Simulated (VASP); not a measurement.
# C (Cm) in VASP: a series of runs

The runs below take C through single point, with PBE.

Program: VASP 6.6.1. These are calculated values, not measurements. Logs are shortened: lines on timing, memory, paths and dates and some standing lists are left out, and cuts for length are marked.

**1. The cell of the first run**

It takes space group Cm (No. 8, monoclinic). The conventional cell has a = 4.368 Å, b = 2.522 Å, c = 8.237 Å, α = 90.00°, β = 90.00°, γ = 90.00°. Within 1.9 Å of C (site symmetry m) lie 4 C at 1.41 to 1.59 Å. C (site symmetry m) has 4 C at 1.54 Å within 2.1 Å. Within 2.1 Å of C (site symmetry m) lie 4 C at 1.54 Å. C (site symmetry m) has 4 C at 1.54 Å within 2.1 Å. C (site symmetry m) has 4 C at 1.41 to 1.59 Å within 1.9 Å. Within 2.1 Å of C (site symmetry m) lie 4 C at 1.54 Å. C (site symmetry m) has 4 C at 1.54 to 1.59 Å within 2.1 Å. C (site symmetry m) has 4 C at 1.54 Å within 2.1 Å.

**2. Single point, PBE (atom 5 (C) moved +0.133 Å towards its neighbour atom 1 (C) at 1.544 Å)**

INCAR reads:

```
SYSTEM = C
PREC = Accurate
ENCUT = 520
EDIFF = 1E-7
ISMEAR = 0
SIGMA = 0.05
LREAL = .False.
LASPH = .True.
NELM = 80
ALGO = Normal
ISIF = 2
LWAVE = .False.
LCHARG = .False.
GGA = PE
NBANDS = 26
```

KPOINTS reads:

```
regular mesh
0
Gamma
  12 12 4
  0 0 0
```

POSCAR reads:

```
C
1.0
    2.5220988435      0.0000000000      0.0000000000
   -1.2610494217      2.1842016693      0.0000000000
    0.0000000000      0.0000000000      8.2371000000
C
8
Direct
    0.0000000000      0.0000000000      0.0937500000
    0.0000000000      0.0000000000      0.5937500000
    0.0000000000      0.0000000000      0.4062500000
    0.0000000000      0.0000000000      0.9062500000
    0.3045638943      0.6091277886      0.1508557302
    0.6666666667      0.3333333333      0.6562500000
    0.3333333333      0.6666666667      0.3437500000
    0.6666666667      0.3333333333      0.8437500000
```

Potentials or basis: VASP PAW PBE potentials, release 64 (C).

Launch:

```console
> cat potpaw_PBE.64/C/POTCAR > POTCAR
> mpirun -np 1 vasp_std > vasp.out
```

OUTCAR:

```text
SYSTEM = C
   PREC = Accurate
   ENCUT = 520
   EDIFF = 1E-7
   ISMEAR = 0
   LREAL = .False.
   LASPH = .True.
   NELM = 80
   ISIF = 2
   GGA = PE

 ion  position               nearest neighbor table
   1  0.000  0.000  0.094-   5 1.41   4 1.54   5 1.59   5 1.59
   2  0.000  0.000  0.594-   3 1.54   6 1.54   6 1.54   6 1.54
   3  0.000  0.000  0.406-   2 1.54   7 1.54   7 1.54   7 1.54
   4  0.000  0.000  0.906-   1 1.54   8 1.54   8 1.54   8 1.54
   5  0.305  0.609  0.151-   1 1.41   7 1.59   1 1.59   1 1.59
   6  0.667  0.333  0.656-   8 1.54   2 1.54   2 1.54   2 1.54
   7  0.333  0.667  0.344-   3 1.54   3 1.54   3 1.54   5 1.59
   8  0.667  0.333  0.844-   6 1.54   4 1.54   4 1.54   4 1.54

  LATTYP: Found a hexagonal cell.
 ALAT       =     2.5220988435
 C/A-ratio  =     3.2659703331

  Lattice vectors:

 A1 = (   2.5220988435,   0.0000000000,   0.0000000000)
 A2 = (  -1.2610494217,   2.1842016693,   0.0000000000)
 A3 = (   0.0000000000,   0.0000000000,   8.2371000000)

Analysis of symmetry for initial positions (statically):
=====================================================================
 Subroutine PRICEL returns:
 Original cell was already a primitive cell.

 Routine SETGRP: Setting up the symmetry group for a
 hexagonal supercell.

 Subroutine GETGRP returns: Found  2 space group operations
 (whereof  2 operations were pure point group operations)
 out of a pool of 24 trial point group operations.

The static configuration has the point symmetry C_1h.

Analysis of symmetry for dynamics (positions and initial velocities):
=====================================================================
 Subroutine PRICEL returns:
 Original cell was already a primitive cell.

 Routine SETGRP: Setting up the symmetry group for a
 hexagonal supercell.

 Subroutine GETGRP returns: Found  2 space group operations
 (whereof  2 operations were pure point group operations)
 out of a pool of 24 trial point group operations.

The dynamic configuration has the point symmetry C_1h.

 Subroutine INISYM returns: Found  2 space group operations
 (whereof  2 operations are pure point group operations),
 and found     1 'primitive' translations

----------------------------------------------------------------------------------------

                                     Primitive cell

  volume of cell :      45.3763

  direct lattice vectors                    reciprocal lattice vectors
     2.522098843  0.000000000  0.000000000     0.396495166  0.228916591  0.000000000
    -1.261049422  2.184201669  0.000000000     0.000000000  0.457833182  0.000000000
     0.000000000  0.000000000  8.237100000     0.000000000  0.000000000  0.121401950

  length of vectors
     2.522098843  2.522098843  8.237100000     0.457833182  0.457833182  0.121401950

  position of ions in fractional coordinates (direct lattice)
     0.000000000  0.000000000  0.093750000
     0.000000000  0.000000000  0.593750000
     0.000000000  0.000000000  0.406250000
     0.000000000  0.000000000  0.906250000
     0.304563894  0.609127789  0.150855730
     0.666666667  0.333333333  0.656250000
     0.333333333  0.666666667  0.343750000
     0.666666667  0.333333333  0.843750000

  ion indices of the primitive-cell ions
   primitive index   ion index
                 1           1
                 2           2
                 3           3
                 4           4
                 5           5
                 6           6
                 7           7
                 8           8

----------------------------------------------------------------------------------------

 KPOINTS: regular mesh

Automatic generation of k-mesh.
 Grid dimensions read from file:
 generate k-points for:   12   12    4

 Generating k-lattice:

  Cartesian coordinates                     Fractional coordinates (reciprocal lattice)
     0.033041264  0.019076383  0.000000000     0.083333333  0.000000000  0.000000000
     0.000000000  0.038152765  0.000000000     0.000000000  0.083333333  0.000000000
     0.000000000  0.000000000  0.030350487     0.000000000  0.000000000  0.250000000

  Length of vectors
     0.038152765  0.038152765  0.030350487

  Shift w.r.t. Gamma in fractional coordinates (k-lattice)
     0.000000000  0.000000000  0.000000000

 Subroutine IBZKPT returns following result:
 ===========================================

 Found    164 irreducible k-points:

 Following reciprocal coordinates:
            Coordinates               Weight
  0.000000  0.000000  0.000000      1.000000
  0.083333  0.000000  0.000000      4.000000
  0.000000  0.083333  0.000000      2.000000
  0.166667  0.000000  0.000000      4.000000
  0.000000  0.166667  0.000000      2.000000
  0.250000  0.000000  0.000000      4.000000
[... 16 lines left out ...]
 -0.083333  0.416667  0.000000      4.000000
 -0.416667  0.333333  0.000000      4.000000
 [... further k-points ...]
   k-points           NKPTS =    164   k-points in BZ     NKDIM =    164   number of bands    NBANDS=     26
   number of dos      NEDOS =    301   number of ions     NIONS =      8
   total plane-waves  NPLWV =  25600
   dimension x,y,z NGX =    20 NGY =   20 NGZ =   64
   dimension x,y,z NGXF=    40 NGYF=   40 NGZF=  128
   ions per type =               8
   NGX,Y,Z   is equivalent  to a cutoff of  13.18, 13.18, 12.92 a.u.
   NGXF,Y,Z  is equivalent  to a cutoff of  26.37, 26.37, 25.83 a.u.
 SYSTEM =  C
   PREC   = accura    normal or accurate (medium, high low for compatibility)
   ISTART =      0    job   : 0-new  1-cont  2-samecut
   ICHARG =      2    charge: 1-file 2-atom 10-const
   ISPIN  =      1    spin polarized calculation?
   LNONCOLLINEAR =      F non collinear calculations
   LSORBIT =      F    spin-orbit coupling
   LASPH  =      T    aspherical Exc in radial PAW
   ENCUT  =  520.0 eV  38.22 Ry    6.18 a.u.   4.69  4.69 15.32*2*pi/ulx,y,z
   NELM   =     80;   NELMIN=  2; NELMDL= -5     # of ELM steps
   EDIFF  = 0.1E-06   stopping-criterion for ELM
   LREAL  =      F    real-space projection
   EDIFFG = 0.1E-05   stopping-criterion for IOM
   NSW    =      0    number of steps for IOM
   IBRION =     -1    ionic relax: 0-MD 1-quasi-New 2-CG
   NFREE  =      0    steps in history (QN), initial steepest desc. (CG)
   ISIF   =      2    stress and relaxation
   ISYM   =      2    0-nonsym 1-usesym 2-fastsym
   POTIM  = 0.5000    time-step for ionic-motion
   TEBEG  =    0.0;   TEEND  =   0.0 temperature during run
   PSTRESS=    0.0 pullay stress
   NELECT =      32.0000    total number of electrons
   NUPDOWN=      -1.0000    fix difference up-down
   EMIN   =  10.00;   EMAX   =-10.00  energy-range for DOS
   EFERMI =   0.00;   METHOD = LEGACY
   ISMEAR =     0;   SIGMA  =   0.05  broadening in eV -4-tet -1-fermi 0-gaus
   EFERMI_NEDOS =   21; number of points for ismear=-14 and -15
   IALGO  =     38    algorithm
   IMIX   =      4    mixing-type and parameters
     AMIX     =   0.40;   BMIX     =  1.00
     AMIX_MAG =   1.60;   BMIX_MAG =  1.00
  volume/ion in A,a.u.               =       5.67        38.28
  Fermi-wavevector in a.u.,A,eV,Ry     =   1.457186  2.753683 28.890503  2.123392
  Thomas-Fermi vector in A             =   2.574017
   LORBIT       =      0    0 simple, 1 ext, 2 COOP (PROOUT), +10 PAW based schemes
   GGA     = PE    functional components
   LHFCALC =     F    Hartree Fock is set to
   AEXX    =    0.0000 exact exchange contribution
   IVDW    =     0    specifies the selected vdW correction
   LEPSILON=     F    determine dielectric tensor
   LRPA    =     F    only Hartree local field effects (RPA)
 non-spin polarized calculation
 Gauss-broadening in eV      SIGMA  =   0.05
  energy-cutoff  :      520.00
  volume of cell :       45.38
 maximum number of plane-waves:      1242
   NGX =  9   NGY =  9   NGZ = 31

 number of electron      31.9999995 magnetization

 Free energy of the ion-electron system (eV)
  ---------------------------------------------------
  ext. energy  EPLUGINS =         0.00000000
  ---------------------------------------------------
  free energy    TOTEN  =       -72.26809792 eV

  energy without entropy =      -72.26809792  energy(sigma->0) =      -72.26809792

 E-fermi :  10.5202     XC(G=0): -13.2487

 val. band max:       10.2672264423   @ k =   0.0000   0.0000   0.0000
 cond. band min:      13.9903002330   @ k =   0.5000   0.0000   0.0000
 fundamental gap:      3.7230737907
 Fermi energy:        10.5202035770

 k-point     1 :       0.0000    0.0000    0.0000
  band No.  band energies     occupation
      1     -11.7812      2.00000
      2     -10.1314      2.00000
      3      -9.9793      2.00000
      4      -6.0052      2.00000
      5      -3.5923      2.00000
      6       3.1403      2.00000
[... 18 lines left out ...]
     25      18.0817      0.00000
     26      18.3941      0.00000

 k-point     2 :       0.0833    0.0000    0.0000
  band No.  band energies     occupation
      1     -11.6109      2.00000
      2      -9.9643      2.00000
      3      -9.8119      2.00000
      4      -5.8539      2.00000
      5      -3.4352      2.00000
      6       3.2199      2.00000
[... 18 lines left out ...]
     25      18.5585      0.00000
     26      18.8583      0.00000

 k-point     3 :       0.0000    0.0833    0.0000
  band No.  band energies     occupation
      1     -11.6108      2.00000
      2      -9.9643      2.00000
      3      -9.8115      2.00000
      4      -5.8543      2.00000
      5      -3.4334      2.00000
      6       3.2127      2.00000
[... 18 lines left out ...]
     25      18.4683      0.00000
     26      18.7971      0.00000

 k-point     4 :       0.1667    0.0000    0.0000
  band No.  band energies     occupation
      1     -11.1021      2.00000
      2      -9.4654      2.00000
      3      -9.3121      2.00000
      4      -5.4028      2.00000
      5      -2.9770      2.00000
      6       3.3445      2.00000
[... 18 lines left out ...]
     25      19.7629      0.00000
     26      20.0582      0.00000

 k-point     5 :       0.0000    0.1667    0.0000
  band No.  band energies     occupation
      1     -11.1018      2.00000
      2      -9.4653      2.00000
      3      -9.3104      2.00000
      4      -5.4035      2.00000
      5      -2.9696      2.00000
      6       3.1143      2.00000
[... 18 lines left out ...]
     25      19.2312      0.00000
     26      20.1128      0.00000

 k-point     6 :       0.2500    0.0000    0.0000
  band No.  band energies     occupation
      1     -10.2623      2.00000
      2      -8.6440      2.00000
      3      -8.4886      2.00000
      4      -4.6615      2.00000
      5      -2.2820      2.00000
      6       1.5959      2.00000
[... 427 lines left out ...]
 k-point    21 :      -0.3333    0.2500    0.0000
  band No.  band energies     occupation
      1      -9.5998      2.00000
      2      -7.9991      2.00000
      3      -7.8417      2.00000
      4      -4.0818      2.00000
      5      -1.8496      2.00000
      6       0.5604      2.00000
[... 18 lines left out ...]
     25      20.7094      0.00000
     26      21.2847      0.00000

 k-point    22 :       0.3333    0.0833    0.0000
  band No.  band energies     occupation
      1      -8.3056      2.00000
      2      -6.7571      2.00000
      3      -6.5900      2.00000
      4      -3.0250      2.00000
      5      -2.3250      2.00000
      6      -1.0371      2.00000
[... 18 lines left out ...]
     25      21.1239      0.00000
     26      21.6867      0.00000

 k-point    23 :      -0.0833    0.4167    0.0000
  band No.  band energies     occupation
      1      -8.2884      2.00000
      2      -6.7234      2.00000
      3      -6.5745      2.00000
      4      -3.0194      2.00000
      5      -2.4796      2.00000
      6      -1.1783      2.00000
[... 18 lines left out ...]
     25      21.1509      0.00000
     26      21.7365      0.00000

 k-point    24 :      -0.4167    0.3333    0.0000
  band No.  band energies     occupation
      1      -8.3097      2.00000
      2      -6.7636      2.00000
      3      -6.5940      2.00000
      4      -3.0237      2.00000
      5      -2.3012      2.00000
      6      -0.9973      2.00000
[... 18 lines left out ...]
     25      21.2881      0.00000
     26      21.7405      0.00000

 [... further k-points ...]

------------------------ aborting loop because EDIFF is reached ----------------------------------------

  FORCE on cell =-STRESS in cart. coord.  units (eV):
  Direction    XX          YY          ZZ          XY          YZ          ZX
  --------------------------------------------------------------------------------------
  -------------------------------------------------------------------------------------
  Total       -0.4282717      1.3158336      3.2244948      0.0000000      0.7495583      0.0000000
  in kB      -15.1217048     46.4603403    113.8526341      0.0000000     26.4659099      0.0000000
  external PRESSURE =      48.3970899 kB  Pullay stress =       0.0000000 kB

 VOLUME and BASIS-vectors are now :
 -----------------------------------------------------------------------------
  energy-cutoff  :      520.00
  volume of cell :       45.38
      direct lattice vectors                 reciprocal lattice vectors
     2.522098843  0.000000000  0.000000000     0.396495166  0.228916591  0.000000000
    -1.261049422  2.184201669  0.000000000     0.000000000  0.457833182  0.000000000
     0.000000000  0.000000000  8.237100000     0.000000000  0.000000000  0.121401950

 POSITION                                       TOTAL-FORCE (eV/Angst)
 -----------------------------------------------------------------------------------
      0.00000      0.00000      0.77223        -0.000000     -4.911230     -1.925919
      0.00000      0.00000      4.89078        -0.000000     -0.088458     -0.306104
      0.00000      0.00000      3.34632        -0.000000     -0.000437      0.076413
      0.00000      0.00000      7.46487        -0.000000     -0.067963      0.088943
      0.00000      1.33046      1.24261         0.000000      5.789415      2.310221
      1.26105      0.72807      5.40560         0.000000      0.004153     -0.327265
     -0.00000      1.45613      2.83150        -0.000000     -0.767799     -0.200098
      1.26105      0.72807      6.95005         0.000000      0.042318      0.283809
 -----------------------------------------------------------------------------------
    total drift:                               -0.000000      0.000024      0.000146

  FREE ENERGIE OF THE ION-ELECTRON SYSTEM (eV)
  ---------------------------------------------------
  free  energy   TOTEN  =       -72.2680979163 eV

  energy  without entropy=      -72.2680979163  energy(sigma->0) =      -72.26809792
```

Wall time 4.7 min (1 thread of Intel Xeon 8259CL, shared host); peak memory 0.25 GiB.

Results:

| Item | Value |
| --- | --- |
| Free energy | -72.2681 eV |
| Pressure | 4.8 GPa |
| Largest force | 6.233 eV/Å |
| Band gap on the k mesh | 3.72 eV (least direct gap 4.13 eV) |

Forces in eV/Å, atoms in the order of the input:
```
C    0.000 -4.911 -1.926
C    0.000 -0.088 -0.306
C    0.000  0.000  0.076
C    0.000 -0.068  0.089
C    0.000  5.789  2.310
C    0.000  0.004 -0.327
C    0.000 -0.768 -0.200
C    0.000  0.042  0.284
```

Caveat: the cell differs from its parent crystal (atom 5 (C) moved +0.133 Å towards its neighbour atom 1 (C) at 1.544 Å); the stress differs along the axes, from -2 to 11 GPa; forces of over 1 eV/Å act on the atoms, so gaps and moduli don't describe the material at rest.

**3. Single point, PBE (atom 5 (C) moved -0.067 Å towards its neighbour atom 1 (C) at 1.544 Å)**

INCAR reads:

```
PREC = Accurate
ENCUT = 520
EDIFF = 1E-7
ISMEAR = 0
SIGMA = 0.05
LREAL = False
LASPH = True
NELM = 100
ALGO = Normal
ISIF = 2
LWAVE = False
LCHARG = False
GGA = PE
NBANDS = 26
```

KPOINTS reads:

```
regular mesh
0
Gamma
  12 12 4
```

POSCAR: that of step 2 with these lines changed.

```diff
@@ -12,3 +12,3 @@
     0.0000000000      0.0000000000      0.9062500000
-    0.3045638943      0.6091277886      0.1508557302
+    0.3477288441      0.6954576882      0.1589491583
     0.6666666667      0.3333333333      0.6562500000
```

Potentials or basis: VASP PAW PBE potentials, release 64 (C).

Launch:

```console
> cat potpaw_PBE.64/C/POTCAR > POTCAR
> mpirun -np 1 vasp_std > vasp.out
```

Wall time 4.1 min (1 thread of Intel Xeon 8259CL, shared host); peak memory 0.25 GiB.

Results (log left out):

```
Free energy            : -72.5621 eV
Pressure               : 3.3 GPa
Largest force          : 2.438 eV/Å
Band gap on the k mesh : 3.97 eV (least direct gap 4.48 eV)
```

Forces on the atoms (eV/Å):
```
C    0.000  1.652  0.072
C    0.000  0.044 -0.336
C    0.000 -0.006  0.465
C    0.000  0.031  0.448
C    0.000 -2.062 -1.300
C    0.000 -0.002 -0.316
C    0.000  0.366  0.628
C    0.000 -0.024  0.338
```

Stress tensor (GPa, compression positive):
```
-0.47  0.00  0.00
 0.00 -1.37 -0.58
 0.00 -0.58 11.83
```

Levels at points of the mesh, in eV from the valence-band top:
| k point | band 12 | band 13 | band 14 | band 15 | band 16 | band 17 | band 18 | band 19 | band 20 | band 21 |
| --- | --- | --- | --- | --- | --- | --- | --- | --- | --- | --- |
| (0.00, 0.00, 0.00) | -2.17 | -1.80 | -0.71 | -0.47 | 0.00 | 4.48 | 4.94 | 5.45 | 6.36 | 6.76 |
| (0.50, 0.00, 0.00) | -5.41 | -5.24 | -4.89 | -4.17 | -3.16 | 4.10 | 5.21 | 5.49 | 5.70 | 6.67 |
| (0.00, 0.50, 0.00) | -5.46 | -5.38 | -4.91 | -4.02 | -3.32 | 4.05 | 5.04 | 5.42 | 5.66 | 6.70 |
| (0.00, 0.00, 0.50) | -2.76 | -1.24 | -1.06 | -1.05 | -0.49 | 5.03 | 5.58 | 5.63 | 5.91 | 6.33 |
| (0.50, 0.00, 0.50) | -6.30 | -5.26 | -5.08 | -4.04 | -3.79 | 4.43 | 4.48 | 6.69 | 6.81 | 7.19 |
| (0.00, 0.50, 0.50) | -6.43 | -5.10 | -4.98 | -4.08 | -4.03 | 4.37 | 4.45 | 6.38 | 6.81 | 7.10 |

Caveat: the cell differs from its parent crystal (atom 5 (C) moved -0.067 Å towards its neighbour atom 1 (C) at 1.544 Å); the stress differs along the axes, from -1 to 12 GPa; forces of over 1 eV/Å act on the atoms, so gaps and moduli don't describe the material at rest. A k mesh can miss the band edges.

(Part 1 of 2 ends here.)
